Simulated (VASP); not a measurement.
# Sb (Fd-3m) in VASP: single point with PBEsol

Aim: the single point of Sb with PBEsol.

Everything below comes from runs of VASP 6.6.1. Logs are shortened: lines on timing, memory, paths and dates and some standing lists are left out, and cuts for length are marked.

## 1. The cell of the first run

Symmetry: Fd-3m, No. 227, cubic system. The conventional cell has a = 6.874 Å, b = 6.874 Å, c = 6.874 Å, α = 90.00°, β = 90.00°, γ = 90.00°. Within 3.9 Å of Sb (site symmetry -43m) lie 4 Sb at 2.98 Å.

## 2. Single point, PBEsol

Input file INCAR:

```
SYSTEM = Sb
ALGO = Normal ; EDIFF = 1E-6
ENCUT = 520 ; GGA = PS
ISIF = 2 ; ISMEAR = -1
LASPH = .TRUE. ; LCHARG = .TRUE.
LELF = .TRUE. ; LREAL = .FALSE.
LVHAR = .TRUE. ; LWAVE = .FALSE.
NBANDS = 12 ; NELM = 100
PREC = Accurate ; SIGMA = 0.13605693000000002
```

Input file KPOINTS:

```
k-points
0
G
  8 8 8
  0 0 0
```

Input file POSCAR:

```
Sb
1.0
    0.0000000000      3.4371643749      3.4371643749
    3.4371643749      0.0000000000      3.4371643749
    3.4371643749      3.4371643749      0.0000000000
Sb
2
Direct
    0.0000000000      0.0000000000      0.0000000000
    0.2500000000      0.2500000000      0.2500000000
```

Potentials or basis: VASP PAW PBE potentials, release 64 (Sb).

Run with:

```console
cat potpaw_PBE.64/Sb/POTCAR > POTCAR
mpirun -np 1 vasp_std > vasp.out
```

OUTCAR:

```text
SYSTEM = Sb
   EDIFF = 1E-6
   ENCUT = 520
   GGA = PS
   ISIF = 2
   ISMEAR = -1
   LASPH = .TRUE.
   LREAL = .FALSE.
   NELM = 100
   PREC = Accurate

 ion  position               nearest neighbor table
   1  0.000  0.000  0.000-   2 2.98   2 2.98   2 2.98   2 2.98
   2  0.250  0.250  0.250-   1 2.98   1 2.98   1 2.98   1 2.98

  LATTYP: Found a face centered cubic cell.
 ALAT       =     6.8743287498

  Lattice vectors:

 A1 = (   0.0000000000,   3.4371643749,   3.4371643749)
 A2 = (   3.4371643749,   0.0000000000,   3.4371643749)
 A3 = (   3.4371643749,   3.4371643749,   0.0000000000)

Analysis of symmetry for initial positions (statically):
=====================================================================
 Subroutine PRICEL returns:
 Original cell was already a primitive cell.

 Routine SETGRP: Setting up the symmetry group for a
 face centered cubic supercell.

 Subroutine GETGRP returns: Found 48 space group operations
 (whereof 24 operations were pure point group operations)
 out of a pool of 48 trial point group operations.

The static configuration has the point symmetry T_d .
 The point group associated with its full space group is O_h .

Analysis of symmetry for dynamics (positions and initial velocities):
=====================================================================
 Subroutine PRICEL returns:
 Original cell was already a primitive cell.

 Routine SETGRP: Setting up the symmetry group for a
 face centered cubic supercell.

 Subroutine GETGRP returns: Found 48 space group operations
 (whereof 24 operations were pure point group operations)
 out of a pool of 48 trial point group operations.

The dynamic configuration has the point symmetry T_d .
 The point group associated with its full space group is O_h .

 Subroutine INISYM returns: Found 48 space group operations
 (whereof 24 operations are pure point group operations),
 and found     1 'primitive' translations

----------------------------------------------------------------------------------------

                                     Primitive cell

  volume of cell :      81.2140

  direct lattice vectors                    reciprocal lattice vectors
     0.000000000  3.437164375  3.437164375    -0.145468748  0.145468748  0.145468748
     3.437164375  0.000000000  3.437164375     0.145468748 -0.145468748  0.145468748
     3.437164375  3.437164375  0.000000000     0.145468748  0.145468748 -0.145468748

  length of vectors
     4.860884475  4.860884475  4.860884475     0.251959263  0.251959263  0.251959263

  position of ions in fractional coordinates (direct lattice)
     0.000000000  0.000000000  0.000000000
[... 85 lines left out ...]
   ISYM   =      2    0-nonsym 1-usesym 2-fastsym
   POTIM  = 0.5000    time-step for ionic-motion
   TEBEG  =    0.0;   TEEND  =   0.0 temperature during run
   PSTRESS=    0.0 pullay stress
   NELECT =      10.0000    total number of electrons
   NUPDOWN=      -1.0000    fix difference up-down
   EMIN   =  10.00;   EMAX   =-10.00  energy-range for DOS
   EFERMI =   0.00;   METHOD = LEGACY
   ISMEAR =    -1;   SIGMA  =   0.14  broadening in eV -4-tet -1-fermi 0-gaus
   EFERMI_NEDOS =   21; number of points for ismear=-14 and -15
   IALGO  =     38    algorithm
   IMIX   =      4    mixing-type and parameters
     AMIX     =   0.40;   BMIX     =  1.00
     AMIX_MAG =   1.60;   BMIX_MAG =  1.00
  volume/ion in A,a.u.               =      40.61       274.03
  Fermi-wavevector in a.u.,A,eV,Ry     =   0.814450  1.539088  9.025141  0.663329
  Thomas-Fermi vector in A             =   1.924359
   LORBIT       =      0    0 simple, 1 ext, 2 COOP (PROOUT), +10 PAW based schemes
   GGA     = PS    functional components
   LHFCALC =     F    Hartree Fock is set to
   AEXX    =    0.0000 exact exchange contribution
   IVDW    =     0    specifies the selected vdW correction
   LEPSILON=     F    determine dielectric tensor
   LRPA    =     F    only Hartree local field effects (RPA)
 non-spin polarized calculation
  energy-cutoff  :      520.00
  volume of cell :       81.21
 maximum number of plane-waves:      2208
   NGX = 19   NGY = 19   NGZ = 19

 number of electron      10.0000000 magnetization

 number of electron       9.9999999 magnetization

 Free energy of the ion-electron system (eV)
  ---------------------------------------------------
  ext. energy  EPLUGINS =         0.00000000
  ---------------------------------------------------
  free energy    TOTEN  =        -8.35451782 eV

  energy without entropy =       -8.26326908  energy(sigma->0) =       -8.30889345

 E-fermi :   4.1850     XC(G=0):  -8.2265

 val. band max:        4.1540982468   @ k =  -0.3750   0.3750   0.1250
 cond. band min:       4.2041803899   @ k =  -0.3750   0.5000   0.1250
 fundamental gap:      0.0500821431
 Fermi energy:         4.1849650764

 k-point     1 :       0.0000    0.0000    0.0000
  band No.  band energies     occupation
      1      -7.5540      2.00000
      2      -0.9997      2.00000
      3       2.3475      2.00000
      4       2.3475      2.00000
      5       2.3475      2.00000
      6       4.6741      0.05346
      7       4.6741      0.05346
      8       4.6741      0.05346
      9       7.9841      0.00000
     10      10.5470      0.00000
     11      10.5470      0.00000
     12      11.6552      0.00000
[... 331 lines left out ...]
 k-point    24 :      -0.3750    0.2500    0.1250
  band No.  band energies     occupation
      1      -6.1107      2.00000
      2      -4.3176      2.00000
      3       0.2949      2.00000
      4       1.1026      2.00000
      5       3.6046      1.97230
      6       5.5363      0.00010
      7       6.6608      0.00000
      8       7.3163      0.00000
      9       9.1877      0.00000
     10      10.8787      0.00000
     11      11.2593      0.00000
     12      11.6089      0.00000

 [... further k-points ...]
[... 5 lines left out ...]
  --------------------------------------------------------------------------------------
  -------------------------------------------------------------------------------------
  Total        0.0736616      0.0736616      0.0736616      0.0000000      0.0000000     -0.0000000
  in kB        1.4531844      1.4531844      1.4531844      0.0000000      0.0000000     -0.0000000
  external PRESSURE =       1.4531844 kB  Pullay stress =       0.0000000 kB

 VOLUME and BASIS-vectors are now :
 -----------------------------------------------------------------------------
  energy-cutoff  :      520.00
  volume of cell :       81.21
      direct lattice vectors                 reciprocal lattice vectors
     0.000000000  3.437164375  3.437164375    -0.145468748  0.145468748  0.145468748
     3.437164375  0.000000000  3.437164375     0.145468748 -0.145468748  0.145468748
     3.437164375  3.437164375  0.000000000     0.145468748  0.145468748 -0.145468748

 POSITION                                       TOTAL-FORCE (eV/Angst)
 -----------------------------------------------------------------------------------
      0.00000      0.00000      0.00000         0.000000      0.000000      0.000000
      1.71858      1.71858      1.71858        -0.000000     -0.000000     -0.000000
 -----------------------------------------------------------------------------------
    total drift:                                0.000000      0.000000      0.000000

  FREE ENERGIE OF THE ION-ELECTRON SYSTEM (eV)
  ---------------------------------------------------
  free  energy   TOTEN  =        -8.3545178173 eV

  energy  without entropy=       -8.2632690757  energy(sigma->0) =       -8.30889345
```

It took 25 s on 1 thread of Intel Xeon 8259CL, shared host; peak memory 0.21 GiB.

Results:

* Free energy: -8.3545 eV
* Pressure: 0.1 GPa
* Band gap on the k mesh: zero (band 5 reaches 5.03 eV, above the bottom of band 6 at 3.64 eV)

Caveat: the PAW data sets were made with another functional, which shifts forces and pressure a little; spin-orbit coupling is left out, which moves the levels of the heavy elements.
